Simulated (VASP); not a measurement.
# TiO2 (P3_121) in VASP: a series of runs

Aim: see how the results for TiO2 move with the level of theory and the settings. Levels: BLYP, PBE. Tasks: single point.

Program: VASP 6.6.1. These are calculated values, not measurements. Logs are shortened: lines on timing, memory, paths and dates and some standing lists are left out, and cuts for length are marked.

### Step 1. The cell of the first run

The typed cell holds 9 atoms: a = 5.788 Å, b = 5.788 Å, c = 6.357 Å, α = 90.00°, β = 90.00°, γ = 120.00°.

### Step 2. Single point, BLYP

Input file INCAR:

```
PREC     = Accurate       # precision mode
ENCUT    = 520            # plane-wave cutoff, eV
EDIFF    = 1E-6           # SCF threshold, eV
ISMEAR   = -1             # smearing method
SIGMA    = 0.05           # smearing width, eV
LREAL    = False          # projectors in reciprocal space
LASPH    = True           # aspherical terms in the spheres
NELM     = 80             # most SCF steps
ALGO     = Normal         # electronic algorithm
ISIF     = 2              # what is computed and relaxed
LWAVE    = False          # write WAVECAR
LCHARG   = False          # write CHGCAR
GGA      = B5             # functional
ALDAX    = 1.0          
AGGAX    = 1.0          
AGGAC    = 1.0          
ALDAC    = 0.0          
NBANDS   = 46             # bands
```

Input file KPOINTS:

```
Automatic mesh
0
Gamma
  6 6 5
```

Input file POSCAR:

```
TiO2
1.0
    5.7880661884      0.0000000000      0.0000000000
   -2.8940330942      5.0126123579      0.0000000000
    0.0000000000      0.0000000000      6.3573319066
Ti O
3 6
Direct
    0.4999218181      0.0000000000      0.3333333333
    0.0000000000      0.4999218181      0.6666666667
    0.5000781819      0.5000781819      0.0000000000
    0.5729342188      0.7865588725      0.1666193645
    0.7863753463      0.2134411275      0.5000473022
    0.2136246537      0.4270657812      0.8332860311
    0.7865588725      0.5729342188      0.8333806355
    0.2134411275      0.7863753463      0.4999526978
    0.4270657812      0.2136246537      0.1667139689
```

Potentials or basis: VASP PAW PBE potentials, release 64 (Ti_sv, O).

Run with:

```sh
> cat potpaw_PBE.64/Ti_sv/POTCAR potpaw_PBE.64/O/POTCAR > POTCAR
> mpirun -np 1 vasp_std > vasp.out
```

OUTCAR:

```text
PREC = Accurate
   ENCUT = 520
   EDIFF = 1E-6
   ISMEAR = -1
   LREAL = False
   LASPH = True
   NELM = 80
   ISIF = 2
   GGA = B5

 ion  position               nearest neighbor table
   1  0.500  0.000  0.333-   9 1.83   8 1.83   4 1.83   5 1.83
   2  0.000  0.500  0.667-   6 1.83   5 1.83   7 1.83   8 1.83
   3  0.500  0.500  0.000-   4 1.83   7 1.83   9 1.83   6 1.83
   4  0.573  0.787  0.167-   3 1.83   1 1.83
   5  0.786  0.213  0.500-   2 1.83   1 1.83
   6  0.214  0.427  0.833-   2 1.83   3 1.83
   7  0.787  0.573  0.833-   3 1.83   2 1.83
   8  0.213  0.786  0.500-   1 1.83   2 1.83
   9  0.427  0.214  0.167-   1 1.83   3 1.83

  LATTYP: Found a hexagonal cell.
 ALAT       =     5.7880661884
 C/A-ratio  =     1.0983516255

  Lattice vectors:

 A1 = (   5.7880661884,   0.0000000000,   0.0000000000)
 A2 = (  -2.8940330942,   5.0126123579,   0.0000000000)
 A3 = (   0.0000000000,   0.0000000000,   6.3573319066)

Analysis of symmetry for initial positions (statically):
=====================================================================
 Subroutine PRICEL returns:
 Original cell was already a primitive cell.

 Routine SETGRP: Setting up the symmetry group for a
 hexagonal supercell.

 Subroutine GETGRP returns: Found  6 space group operations
 (whereof  2 operations were pure point group operations)
 out of a pool of 24 trial point group operations.

The static configuration has the point symmetry C_2 .
 The point group associated with its full space group is D_3 .

Analysis of symmetry for dynamics (positions and initial velocities):
=====================================================================
 Subroutine PRICEL returns:
 Original cell was already a primitive cell.

 Routine SETGRP: Setting up the symmetry group for a
 hexagonal supercell.

 Subroutine GETGRP returns: Found  6 space group operations
 (whereof  2 operations were pure point group operations)
 out of a pool of 24 trial point group operations.

The dynamic configuration has the point symmetry C_2 .
 The point group associated with its full space group is D_3 .

 Subroutine INISYM returns: Found  6 space group operations
 (whereof  2 operations are pure point group operations),
 and found     1 'primitive' translations

----------------------------------------------------------------------------------------

                                     Primitive cell

  volume of cell :     184.4474

  direct lattice vectors                    reciprocal lattice vectors
     5.788066188  0.000000000  0.000000000     0.172769275  0.099748388  0.000000000
    -2.894033094  5.012612358  0.000000000     0.000000000  0.199496775  0.000000000
     0.000000000  0.000000000  6.357331907     0.000000000  0.000000000  0.157298693

  length of vectors
     5.788066188  5.788066188  6.357331907     0.199496775  0.199496775  0.157298693

  position of ions in fractional coordinates (direct lattice)
     0.499921818  0.000000000  0.333333333
     1.000000000  0.499921818  0.666666667
     0.500078182  0.500078182  0.000000000
     0.572934219  0.786558873  0.166619365
     0.786375346  0.213441127  0.500047302
     0.213624654  0.427065781  0.833286031
     0.786558873  0.572934219  0.833380635
     0.213441127  0.786375346  0.499952698
     0.427065781  0.213624654  0.166713969

  ion indices of the primitive-cell ions
   primitive index   ion index
                 1           1
                 2           2
                 3           3
                 4           4
                 5           5
                 6           6
                 7           7
                 8           8
                 9           9

----------------------------------------------------------------------------------------

 KPOINTS: Automatic mesh

Automatic generation of k-mesh.
 Grid dimensions read from file:
 generate k-points for:    6    6    5

 Generating k-lattice:

  Cartesian coordinates                     Fractional coordinates (reciprocal lattice)
     0.028794879  0.016624731  0.000000000     0.166666667 -0.000000000  0.000000000
     0.000000000  0.033249463  0.000000000     0.000000000  0.166666667  0.000000000
     0.000000000  0.000000000  0.031459739     0.000000000  0.000000000  0.200000000

  Length of vectors
     0.033249463  0.033249463  0.031459739

  Shift w.r.t. Gamma in fractional coordinates (k-lattice)
     0.000000000  0.000000000  0.000000000

 Subroutine IBZKPT returns following result:
 ===========================================

 Found     27 irreducible k-points:

 Following reciprocal coordinates:
            Coordinates               Weight
  0.000000  0.000000  0.000000      1.000000
  0.166667  0.000000  0.000000      6.000000
  0.333333  0.000000  0.000000      6.000000
  0.500000  0.000000  0.000000      3.000000
  0.166667  0.166667  0.000000      6.000000
  0.333333  0.166667  0.000000     12.000000
[... 16 lines left out ...]
  0.500000  0.000000  0.400000      6.000000
  0.166667  0.166667  0.400000     12.000000
 [... further k-points ...]
   k-points           NKPTS =     27   k-points in BZ     NKDIM =     27   number of bands    NBANDS=     46
   number of dos      NEDOS =    301   number of ions     NIONS =      9
   total plane-waves  NPLWV = 110592
   dimension x,y,z NGX =    48 NGY =   48 NGZ =   48
   dimension x,y,z NGXF=    96 NGYF=   96 NGZF=   96
   ions per type =               3   6
   NGX,Y,Z   is equivalent  to a cutoff of  13.79, 13.79, 12.55 a.u.
   NGXF,Y,Z  is equivalent  to a cutoff of  27.57, 27.57, 25.10 a.u.
 SYSTEM =  unknown system
   PREC   = accura    normal or accurate (medium, high low for compatibility)
   ISTART =      0    job   : 0-new  1-cont  2-samecut
   ICHARG =      2    charge: 1-file 2-atom 10-const
   ISPIN  =      1    spin polarized calculation?
   LNONCOLLINEAR =      F non collinear calculations
   LSORBIT =      F    spin-orbit coupling
   LASPH  =      T    aspherical Exc in radial PAW
   ENCUT  =  520.0 eV  38.22 Ry    6.18 a.u.  10.76 10.76 11.82*2*pi/ulx,y,z
   NELM   =     80;   NELMIN=  2; NELMDL= -5     # of ELM steps
   EDIFF  = 0.1E-05   stopping-criterion for ELM
   LREAL  =      F    real-space projection
   EDIFFG = 0.1E-04   stopping-criterion for IOM
   NSW    =      0    number of steps for IOM
   IBRION =     -1    ionic relax: 0-MD 1-quasi-New 2-CG
   NFREE  =      0    steps in history (QN), initial steepest desc. (CG)
   ISIF   =      2    stress and relaxation
   ISYM   =      2    0-nonsym 1-usesym 2-fastsym
   POTIM  = 0.5000    time-step for ionic-motion
   TEBEG  =    0.0;   TEEND  =   0.0 temperature during run
   PSTRESS=    0.0 pullay stress
   NELECT =      72.0000    total number of electrons
   NUPDOWN=      -1.0000    fix difference up-down
   EMIN   =  10.00;   EMAX   =-10.00  energy-range for DOS
   EFERMI =   0.00;   METHOD = LEGACY
   ISMEAR =    -1;   SIGMA  =   0.05  broadening in eV -4-tet -1-fermi 0-gaus
   EFERMI_NEDOS =   21; number of points for ismear=-14 and -15
   IALGO  =     38    algorithm
   IMIX   =      4    mixing-type and parameters
     AMIX     =   0.40;   BMIX     =  1.00
     AMIX_MAG =   1.60;   BMIX_MAG =  1.00
  volume/ion in A,a.u.               =      20.49       138.30
  Fermi-wavevector in a.u.,A,eV,Ry     =   1.196451  2.260964 19.476664  1.431494
  Thomas-Fermi vector in A             =   2.332391
   LORBIT       =      0    0 simple, 1 ext, 2 COOP (PROOUT), +10 PAW based schemes
   GGA     = B5    functional components
   LHFCALC =     F    Hartree Fock is set to
   AEXX    =    0.0000 exact exchange contribution
   IVDW    =     0    specifies the selected vdW correction
   LEPSILON=     F    determine dielectric tensor
   LRPA    =     F    only Hartree local field effects (RPA)
 non-spin polarized calculation
  energy-cutoff  :      520.00
  volume of cell :      184.45
 maximum number of plane-waves:      4986
 NGX is ok and might be reduce to    48
   NGX = 21   NGY = 21   NGZ = 23

 number of electron      71.9999986 magnetization

 Free energy of the ion-electron system (eV)
  ---------------------------------------------------
  ext. energy  EPLUGINS =         0.00000000
  ---------------------------------------------------
  free energy    TOTEN  =       -77.85935652 eV

  energy without entropy =      -77.85935652  energy(sigma->0) =      -77.85935652

 E-fermi :  -0.1645     XC(G=0):  -7.2269

 val. band max:       -1.4152505791   @ k =   0.0000   0.0000   0.4000
 cond. band min:       1.8501724300   @ k =   0.0000   0.0000   0.0000
 fundamental gap:      3.2654230091
 Fermi energy:        -0.1644596549

 k-point     1 :       0.0000    0.0000    0.0000
  band No.  band energies     occupation
      1     -56.7370      2.00000
      2     -56.7291      2.00000
      3     -56.7291      2.00000
      4     -33.2665      2.00000
      5     -33.2481      2.00000
      6     -33.2481      2.00000
[... 38 lines left out ...]
     45       4.0042      0.00000
     46       4.3437      0.00000

 k-point     2 :       0.1667    0.0000    0.0000
  band No.  band energies     occupation
      1     -56.7365      2.00000
      2     -56.7296      2.00000
      3     -56.7291      2.00000
      4     -33.2649      2.00000
      5     -33.2497      2.00000
      6     -33.2493      2.00000
[... 38 lines left out ...]
     45       4.2086      0.00000
     46       4.3702      0.00000

 k-point     3 :       0.3333    0.0000    0.0000
  band No.  band energies     occupation
      1     -56.7353      2.00000
      2     -56.7308      2.00000
      3     -56.7291      2.00000
      4     -33.2614      2.00000
      5     -33.2531      2.00000
      6     -33.2520      2.00000
[... 38 lines left out ...]
     45       4.0943      0.00000
     46       4.3256      0.00000

 k-point     4 :       0.5000    0.0000    0.0000
  band No.  band energies     occupation
      1     -56.7343      2.00000
      2     -56.7317      2.00000
      3     -56.7291      2.00000
      4     -33.2588      2.00000
      5     -33.2547      2.00000
      6     -33.2541      2.00000
[... 920 lines left out ...]
     45       4.2114      0.00000
     46       4.3261      0.00000

 k-point    23 :       0.5000    0.0000    0.4000
  band No.  band energies     occupation
      1     -56.7343      2.00000
      2     -56.7317      2.00000
      3     -56.7291      2.00000
      4     -33.2637      2.00000
      5     -33.2515      2.00000
      6     -33.2490      2.00000
[... 38 lines left out ...]
     45       4.0856      0.00000
     46       4.1462      0.00000

 k-point    24 :       0.1667    0.1667    0.4000
  band No.  band energies     occupation
      1     -56.7346      2.00000
      2     -56.7327      2.00000
      3     -56.7279      2.00000
      4     -33.2612      2.00000
      5     -33.2522      2.00000
      6     -33.2495      2.00000
[... 38 lines left out ...]
     45       4.2562      0.00000
     46       4.4099      0.00000

 [... further k-points ...]
[... 5 lines left out ...]
  --------------------------------------------------------------------------------------
  -------------------------------------------------------------------------------------
  Total        0.8758820      0.8758820      0.9014563     -0.0000000     -0.0000000      0.0000000
  in kB        7.6082313      7.6082313      7.8303783     -0.0000000     -0.0000000      0.0000000
  external PRESSURE =       7.6822803 kB  Pullay stress =       0.0000000 kB

 VOLUME and BASIS-vectors are now :
 -----------------------------------------------------------------------------
  energy-cutoff  :      520.00
  volume of cell :      184.45
      direct lattice vectors                 reciprocal lattice vectors
     5.788066188  0.000000000  0.000000000     0.172769275  0.099748388  0.000000000
    -2.894033094  5.012612358  0.000000000     0.000000000  0.199496775  0.000000000
     0.000000000  0.000000000  6.357331907     0.000000000  0.000000000  0.157298693

 POSITION                                       TOTAL-FORCE (eV/Angst)
 -----------------------------------------------------------------------------------
      2.89358      0.00000      2.11911         0.001519      0.000000     -0.000000
     -1.44679      2.50591      4.23822        -0.000760      0.001316      0.000000
      1.44724      2.50670      0.00000        -0.000760     -0.001316      0.000000
      1.03985      3.94271      1.05925         0.041549      0.024310     -0.000141
      3.93389      1.06990      3.17897         0.041549     -0.024310      0.000141
      0.00053      2.14072      5.29748         0.000278     -0.048138     -0.000141
      2.89456      2.87190      5.29808         0.000278      0.048138      0.000141
     -1.04038      3.94179      3.17837        -0.041828      0.023828     -0.000141
      1.85365      1.07082      1.05986        -0.041828     -0.023828      0.000141
 -----------------------------------------------------------------------------------
    total drift:                                0.000001      0.000000      0.000000

  FREE ENERGIE OF THE ION-ELECTRON SYSTEM (eV)
  ---------------------------------------------------
  free  energy   TOTEN  =       -77.8593565225 eV

  energy  without entropy=      -77.8593565225  energy(sigma->0) =      -77.85935652
```

Wall time 14 min (1 thread of AMD EPYC 7R13, shared host); peak memory 0.39 GiB.

What came out:

```
Free energy            : -77.8594 eV
Pressure               : 0.8 GPa
Largest force          : 0.048 eV/Å
Band gap on the k mesh : 3.27 eV, indirect (least direct gap 3.36 eV)
```

Forces in eV/Å, atoms in the order of the input:
```
Ti   0.002  0.000  0.000
Ti  -0.001  0.001  0.000
Ti  -0.001 -0.001  0.000
O    0.042  0.024  0.000
O    0.042 -0.024  0.000
O    0.000 -0.048  0.000
O    0.000  0.048  0.000
O   -0.042  0.024  0.000
O   -0.042 -0.024  0.000
```

Levels at points of the mesh, in eV from the valence-band top:
| k point | band 34 | band 35 | band 36 | band 37 | band 38 | band 39 |
| --- | --- | --- | --- | --- | --- | --- |
| (0.00, 0.00, 0.00) | -0.28 | -0.28 | -0.17 | 3.27 | 3.92 | 3.92 |
| (0.50, 0.00, 0.00) | -0.82 | -0.19 | -0.02 | 3.57 | 3.61 | 3.92 |

Caveat: the PAW data sets were made with another functional, which shifts forces and pressure a little. A hybrid or GW would open this gap; BLYP tends to underestimate it.

### Step 3. Single point, PBE

This run uses another cell than the first one, of 20.09 Å³/atom, 0.980 times its volume.

Input file INCAR:

```
PREC = Accurate
ENCUT = 520
EDIFF = 1E-7
ISMEAR = -1
SIGMA = 0.05
LREAL = F
LASPH = T
NELM = 80
ALGO = Normal
ISIF = 2
LWAVE = F
LCHARG = F
GGA = PE
NBANDS = 46
```

Input file KPOINTS:

```
regular mesh
0
Gamma
  6 6 5
```

Input file POSCAR:

```
TiO2
1.0
    5.7495155392      0.0000000000      0.0000000000
   -2.8747577696      4.9792265164      0.0000000000
    0.0000000000      0.0000000000      6.3171731726
Ti O
3 6
Direct
    0.5001854947      0.0000000000      0.3333333333
    0.0000000000      0.5001854947      0.6666666667
    0.4998145053      0.4998145053      0.0000000000
    0.5741069898      0.7866969255      0.1669435386
    0.7874100643      0.2133030745      0.4997231281
    0.2125899357      0.4258930102      0.8336102053
    0.7866969255      0.5741069898      0.8330564614
    0.2133030745      0.7874100643      0.5002768719
    0.4258930102      0.2125899357      0.1663897947
```

Potentials or basis: VASP PAW PBE potentials, release 64 (Ti_sv, O).

Run with:

```sh
> cat potpaw_PBE.64/Ti_sv/POTCAR potpaw_PBE.64/O/POTCAR > POTCAR
> mpirun -np 1 vasp_std > vasp.out
```

Wall time 3.9 min (1 thread of Intel Xeon Platinum 8488C (Sapphire Rapids), shared host); peak memory 0.41 GiB.

It converged, with:

| Quantity | Value |
| --- | --- |
| Free energy | -80.4670 eV |
| Pressure | 0.4 GPa |
| Largest force | 0.026 eV/Å |
| Band gap on the k mesh | 3.36 eV, indirect (least direct gap 3.46 eV) |

Forces in eV/Å, atoms in the order of the input:
```
Ti   0.000  0.000  0.000
Ti   0.000  0.000  0.000
Ti   0.000  0.000  0.000
O    0.022  0.013  0.000
O    0.022 -0.013  0.000
O    0.000 -0.026  0.000
O    0.000  0.026  0.000
O   -0.022  0.013  0.000
O   -0.022 -0.013  0.000
```

Levels at points of the mesh, in eV from the valence-band top:
```tsv
k point	band 32	band 33	band 34	band 35	band 36	band 37	band 38	band 39	band 40	band 41
(0.00, 0.00, 0.00)	-0.85	-0.85	-0.29	-0.29	-0.17	3.36	4.03	4.03	4.58	4.60
(0.50, 0.00, 0.00)	-0.93	-0.85	-0.83	-0.19	-0.02	3.68	3.72	4.06	4.68	5.20
```

A k mesh can miss the band edges. A hybrid or GW would open this gap; PBE tends to underestimate it.
